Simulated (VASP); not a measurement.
Input of a VASP 6.6.1 run:

Contents of POSCAR:

```
BeGe2Te4
1.0
    0.0000000000      5.8254670000      0.0000000000
    5.8254670000      0.0000000000      0.0000000000
    2.9127340000      2.9127340000     -5.8212420000
Be Ge Te
1 2 4
Direct
    0.0000000000      0.0000000000      0.0000000000
    0.5000000000      0.5000000000      0.0000000000
    0.7500000000      0.2500000000      0.5000000000
    0.3700000000      0.3900000000      0.7400000000
    0.6100000000      0.1100000000      0.2600000000
    0.8900000000      0.8700000000      0.7400000000
    0.1300000000      0.6300000000      0.2600000000
```

Contents of INCAR.step1:

```
SYSTEM = BeGe2Te4
PREC = Accurate
ENCUT = 520
ISMEAR = 1
SIGMA = 0.0601
LREAL = .False.
LASPH = .True.
NELM = 80
NBANDS = 36
GGA = PE
ALGO = Normal
EDIFF = 1E-4
LWAVE = .True.
LCHARG = .False.
```

The input INCAR.step2:

```
SYSTEM = BeGe2Te4
PREC = Accurate
ENCUT = 520
EDIFF = 1E-6
ISMEAR = 1
SIGMA = 0.0601
LREAL = .False.
LASPH = .True.
NELM = 80
ALGO = Normal
ISIF = 2
LWAVE = .False.
LCHARG = .False.
METAGGA = R2SCAN
LMIXTAU = .True.
NBANDS = 36
ISTART = 1
```

KPOINTS

```
Automatic mesh
0
Gamma
  5 5 5
  0 0 0
```

Potentials or basis: VASP PAW PBE potentials, release 64 (Be, Ge_d, Te).

Run with:

```bash
$ cat potpaw_PBE.64/Be/POTCAR potpaw_PBE.64/Ge_d/POTCAR potpaw_PBE.64/Te/POTCAR > POTCAR
$ cp INCAR.step1 INCAR
$ mpirun -np 1 vasp_std > vasp.out
$ cp INCAR.step2 INCAR
$ mpirun -np 1 vasp_std > vasp.out
```

(1) What does it give for the pressure?

(2) What does it give for the band gap on the k mesh?

(3) Predict the largest force.

Answers

(1) 6.7 GPa.

(2) zero (bands 27 and 28 overlap by 0.88 eV).

(3) 2.001 eV/Å.

Caveat: the cell stands under pressure; the PAW data sets were made with another functional, which shifts forces and pressure a little; spin-orbit coupling is left out, which moves the levels of the heavy elements.
